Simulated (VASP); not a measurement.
# SiC (C2) in VASP: single point with LDA

Aim: the single point of SiC with LDA.

All numbers are computed with VASP 6.6.1; they aren't measurements. Logs are shortened: lines on timing, memory, paths and dates and some standing lists are left out, and cuts for length are marked.

## 1. The cell of the first run

Symmetry: C2, No. 5, monoclinic system. Conventional cell: a = 4.329 Å, b = 4.329 Å, c = 4.329 Å, α = 90.00°, β = 90.00°, γ = 90.00°. Within 2.5 Å of Si (site symmetry 2) lie 4 C at 1.90 to 1.92 Å. Si (site symmetry 2) has 4 C at 1.83 to 1.85 Å within 2.4 Å. C (site symmetry 1) has 4 Si at 1.83 to 1.92 Å within 2.4 Å.

## 2. Single point, LDA (atoms displaced along a vibrational mode)

INCAR reads:

```
PREC = Accurate
ENCUT = 520
EDIFF = 1E-7
ISMEAR = 0
SIGMA = 0.05
LREAL = F
LASPH = T
NELM = 60
ALGO = Normal
ISIF = 2
LWAVE = F
LCHARG = F
GGA = CA
NBANDS = 16
```

KPOINTS reads:

```
regular mesh
0
Gamma
  10 10 6
```

POSCAR reads:

```
SiC
1.0
    0.0000000000     -2.1644105396     -2.1644105396
    0.0000000000      2.1644105396     -2.1644105396
    4.3288210792      0.0000000000      0.0000000000
Si C
2 2
Direct
    0.5138605867      0.5138605867      0.5000000000
   -0.0138605867     -0.0138605867      0.0000000000
    0.0093834953      0.4906165047      0.2362780191
    0.4906165047      0.0093834953      0.7637219809
```

Potentials or basis: VASP PAW LDA potentials, release 64 (Si, C).

Run with:

```bash
$ cat potpaw_LDA.64/Si/POTCAR potpaw_LDA.64/C/POTCAR > POTCAR
$ mpirun -np 1 vasp_std > vasp.out
```

OUTCAR:

```text
PREC = Accurate
   ENCUT = 520
   EDIFF = 1E-7
   ISMEAR = 0
   LREAL = F
   LASPH = T
   NELM = 60
   ISIF = 2
   GGA = CA

 ion  position               nearest neighbor table
   1  0.514  0.514  0.500-   3 1.90   4 1.90   4 1.92   3 1.92   2 2.98   2 2.98   2 3.06   2 3.06
                             2 3.06   2 3.06   2 3.15   2 3.15
   2  0.986  0.986  0.000-   3 1.83   4 1.83   4 1.85   3 1.85   1 2.98   1 2.98   1 3.06   1 3.06
                             1 3.06   1 3.06   1 3.15   1 3.15
   3  0.009  0.491  0.236-   2 1.83   2 1.85   1 1.90   1 1.92
   4  0.491  0.009  0.764-   2 1.83   2 1.85   1 1.90   1 1.92

  LATTYP: Found a simple tetragonal cell.
 ALAT       =     3.0609387396
 C/A-ratio  =     1.4142135624

  Lattice vectors:

 A1 = (   0.0000000000,  -2.1644105396,  -2.1644105396)
 A2 = (   0.0000000000,   2.1644105396,  -2.1644105396)
 A3 = (   4.3288210792,   0.0000000000,   0.0000000000)

Analysis of symmetry for initial positions (statically):
=====================================================================
 Subroutine PRICEL returns:
 Original cell was already a primitive cell.

 Routine SETGRP: Setting up the symmetry group for a
 simple tetragonal supercell.

 Subroutine GETGRP returns: Found  2 space group operations
 (whereof  2 operations were pure point group operations)
 out of a pool of 16 trial point group operations.

The static configuration has the point symmetry C_2 .

Analysis of symmetry for dynamics (positions and initial velocities):
=====================================================================
 Subroutine PRICEL returns:
 Original cell was already a primitive cell.

 Routine SETGRP: Setting up the symmetry group for a
 simple tetragonal supercell.

 Subroutine GETGRP returns: Found  2 space group operations
 (whereof  2 operations were pure point group operations)
 out of a pool of 16 trial point group operations.

The dynamic configuration has the point symmetry C_2 .

 Subroutine INISYM returns: Found  2 space group operations
 (whereof  2 operations are pure point group operations),
 and found     1 'primitive' translations

----------------------------------------------------------------------------------------

                                     Primitive cell

  volume of cell :      40.5582

  direct lattice vectors                    reciprocal lattice vectors
     0.000000000 -2.164410540 -2.164410540     0.000000000 -0.231009779 -0.231009779
     0.000000000  2.164410540 -2.164410540     0.000000000  0.231009779 -0.231009779
[... 94 lines left out ...]
   NFREE  =      0    steps in history (QN), initial steepest desc. (CG)
   ISIF   =      2    stress and relaxation
   ISYM   =      2    0-nonsym 1-usesym 2-fastsym
   POTIM  = 0.5000    time-step for ionic-motion
   TEBEG  =    0.0;   TEEND  =   0.0 temperature during run
   PSTRESS=    0.0 pullay stress
   NELECT =      16.0000    total number of electrons
   NUPDOWN=      -1.0000    fix difference up-down
   EMIN   =  10.00;   EMAX   =-10.00  energy-range for DOS
   EFERMI =   0.00;   METHOD = LEGACY
   ISMEAR =     0;   SIGMA  =   0.05  broadening in eV -4-tet -1-fermi 0-gaus
   EFERMI_NEDOS =   21; number of points for ismear=-14 and -15
   IALGO  =     38    algorithm
   IMIX   =      4    mixing-type and parameters
     AMIX     =   0.40;   BMIX     =  1.00
     AMIX_MAG =   1.60;   BMIX_MAG =  1.00
  volume/ion in A,a.u.               =      10.14        68.43
  Fermi-wavevector in a.u.,A,eV,Ry     =   1.200665  2.268928 19.614111  1.441596
  Thomas-Fermi vector in A             =   2.336495
   LORBIT       =      0    0 simple, 1 ext, 2 COOP (PROOUT), +10 PAW based schemes
   GGA     = CA    functional components
   LHFCALC =     F    Hartree Fock is set to
   AEXX    =    0.0000 exact exchange contribution
   IVDW    =     0    specifies the selected vdW correction
   LEPSILON=     F    determine dielectric tensor
   LRPA    =     F    only Hartree local field effects (RPA)
 non-spin polarized calculation
 Gauss-broadening in eV      SIGMA  =   0.05
  energy-cutoff  :      520.00
  volume of cell :       40.56
 maximum number of plane-waves:      1136
   NGX = 11   NGY = 11   NGZ = 17

 number of electron      16.0000002 magnetization

 Free energy of the ion-electron system (eV)
  ---------------------------------------------------
  ext. energy  EPLUGINS =         0.00000000
  ---------------------------------------------------
  free energy    TOTEN  =       -33.11971075 eV

  energy without entropy =      -33.11971075  energy(sigma->0) =      -33.11971075

 E-fermi :   8.5884     XC(G=0): -11.6450

 val. band max:        8.3417898214   @ k =   0.0000   0.0000   0.0000
 cond. band min:       9.5531306783   @ k =   0.5000   0.5000   0.0000
 fundamental gap:      1.2113408569
 Fermi energy:         8.5884274312

 k-point     1 :       0.0000    0.0000    0.0000
  band No.  band energies     occupation
      1      -7.1887      2.00000
      2      -1.9725      2.00000
      3       0.4244      2.00000
      4       5.0433      2.00000
      5       5.0570      2.00000
      6       8.1556      2.00000
[... 433 lines left out ...]
      3       1.1187      2.00000
      4       3.3777      2.00000
      5       3.5947      2.00000
      6       4.0070      2.00000
[... 8 lines left out ...]
     15      19.8616      0.00000
     16      19.9976      0.00000

 [... further k-points ...]

------------------------ aborting loop because EDIFF is reached ----------------------------------------

  FORCE on cell =-STRESS in cart. coord.  units (eV):
  Direction    XX          YY          ZZ          XY          YZ          ZX
  --------------------------------------------------------------------------------------
  -------------------------------------------------------------------------------------
  Total        0.0937563      0.3571474      0.3092384     -0.1390802      0.0000000      0.0000000
  in kB        3.7036689     14.1084460     12.2158903     -5.4941034      0.0000000      0.0000000
  external PRESSURE =      10.0093350 kB  Pullay stress =       0.0000000 kB

 VOLUME and BASIS-vectors are now :
 -----------------------------------------------------------------------------
  energy-cutoff  :      520.00
  volume of cell :       40.56
      direct lattice vectors                 reciprocal lattice vectors
     0.000000000 -2.164410540 -2.164410540     0.000000000 -0.231009779 -0.231009779
     0.000000000  2.164410540 -2.164410540     0.000000000  0.231009779 -0.231009779
     4.328821079  0.000000000  0.000000000     0.231009779  0.000000000  0.000000000

 POSITION                                       TOTAL-FORCE (eV/Angst)
 -----------------------------------------------------------------------------------
      2.16441      0.00000     -2.22441         0.000000      0.000000      0.804346
      0.00000      0.00000     -4.26882         0.000000      0.000000     -0.835872
      1.02281      1.04159     -1.08221         1.789237      0.228248      0.015763
      3.30602     -1.04159     -1.08221        -1.789237     -0.228248      0.015763
 -----------------------------------------------------------------------------------
    total drift:                                0.000000     -0.000000      0.000004

  FREE ENERGIE OF THE ION-ELECTRON SYSTEM (eV)
  ---------------------------------------------------
  free  energy   TOTEN  =       -33.1197107526 eV

  energy  without entropy=      -33.1197107526  energy(sigma->0) =      -33.11971075
```

OSZICAR:

```text
N       E                     dE             d eps       ncg     rms          rms(c)
DAV:   1     0.207807449461E+02    0.20781E+02   -0.70846E+03  5512   0.874E+02
DAV:   2    -0.348193725712E+02   -0.55600E+02   -0.50775E+02  7856   0.157E+02
DAV:   3    -0.373158111957E+02   -0.24964E+01   -0.24873E+01  7096   0.304E+01
DAV:   4    -0.373344728840E+02   -0.18662E-01   -0.18658E-01  6800   0.329E+00
DAV:   5    -0.373346611252E+02   -0.18824E-03   -0.18823E-03  7000   0.310E-01    0.132E+01
DAV:   6    -0.332599488318E+02    0.40747E+01   -0.70789E+00  7208   0.167E+01    0.608E+00
DAV:   7    -0.331662894413E+02    0.93659E-01   -0.13029E+00  7584   0.660E+00    0.254E+00
DAV:   8    -0.331255816766E+02    0.40708E-01   -0.68261E-02  6832   0.159E+00    0.723E-01
DAV:   9    -0.331196375325E+02    0.59441E-02   -0.87256E-03  7288   0.645E-01    0.117E-01
DAV:  10    -0.331197075404E+02   -0.70008E-04   -0.71471E-04  6520   0.165E-01    0.663E-02
DAV:  11    -0.331197121207E+02   -0.45803E-05   -0.21632E-05  7448   0.335E-02    0.202E-02
DAV:  12    -0.331197113239E+02    0.79685E-06   -0.34960E-06  6904   0.121E-02    0.115E-02
DAV:  13    -0.331197107438E+02    0.58009E-06   -0.16573E-06  7256   0.801E-03    0.178E-03
DAV:  14    -0.331197107526E+02   -0.88207E-08   -0.12421E-07  4088   0.252E-03
   1 F= -.33119711E+02 E0= -.33119711E+02  d E =-.127712E-14
```

Wall time 93 s (1 thread of Intel Xeon 8259CL, shared host); peak memory 0.2 GiB.

What came out:

* Free energy: -33.1197 eV
* Pressure: 1.0 GPa
* Largest force: 1.804 eV/Å
* Band gap on the k mesh: 1.21 eV

Forces on the atoms (eV/Å):
```
Si   0.000  0.000  0.804
Si   0.000  0.000 -0.836
C    1.789  0.228  0.016
C   -1.789 -0.228  0.016
```

Levels at points of the mesh, in eV from the valence-band top:
```tsv
k point	band 5	band 6	band 7	band 8	band 9	band 10	band 11	band 12
(0.00, 0.00, 0.00)	-3.28	-0.19	-0.03	0.00	1.36	4.21	6.34	7.28
(0.50, 0.00, 0.00)	-4.57	-4.33	-1.45	-1.03	5.14	5.68	8.25	8.68
(0.50, 0.50, 0.00)	-3.37	-3.26	-3.26	-3.14	1.21	1.21	3.86	4.45
(0.00, 0.00, 0.50)	-2.26	-2.25	-1.73	-1.73	3.96	3.97	6.12	6.40
(0.50, 0.00, 0.50)	-1.33	-1.10	-1.06	-0.88	5.38	5.49	6.95	6.99
(0.50, 0.50, 0.50)	-5.23	-5.09	-4.83	-4.82	5.09	5.09	8.86	9.16
```

Caveat: the cell differs from its parent crystal (atoms displaced along a vibrational mode); forces of over 1 eV/Å act on the atoms, so gaps and moduli don't describe the material at rest. A k mesh can miss the band edges.
